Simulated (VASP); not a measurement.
A run of VASP 6.6.1:

File INCAR:

```
SYSTEM = SrO
  PREC = Accurate
  ENCUT = 520
  EDIFF = 1E-7
  ISMEAR = 0
  SIGMA = 0.05
  LREAL = .FALSE.
  LASPH = .TRUE.
  NELM = 100
  ALGO = Normal
  ISIF = 2
  LWAVE = .FALSE.
  LCHARG = .FALSE.
  GGA = PE
  NBANDS = 15
```

Contents of KPOINTS:

```
regular mesh
0
G
  8 8 8
  0 0 0
```

Contents of POSCAR:

```
SrO
1.0
    0.0160612500      2.5698000000      2.5698000000
    2.5698000000      0.0160612500      2.5698000000
    2.5858612500      2.5858612500      0.0000000000
Sr O
1 1
Direct
    0.0000000000      0.0000000000      0.0000000000
    0.5000000000      0.5000000000      0.5000000000
```

Potentials or basis: VASP PAW PBE potentials, release 64 (Sr_sv, O).

The run is started by

```sh
$ cat potpaw_PBE.64/Sr_sv/POTCAR potpaw_PBE.64/O/POTCAR > POTCAR
$ mpirun -np 1 vasp_std > vasp.out
```

Hardware: 1 thread of Intel Xeon 8259CL (shared host).

Estimate the wall time of this run.

Wall time 76 s on 1 thread of Intel Xeon 8259CL, on a shared host, peak memory 0.19 GiB. Counts: scf iterations 15, k points 95.
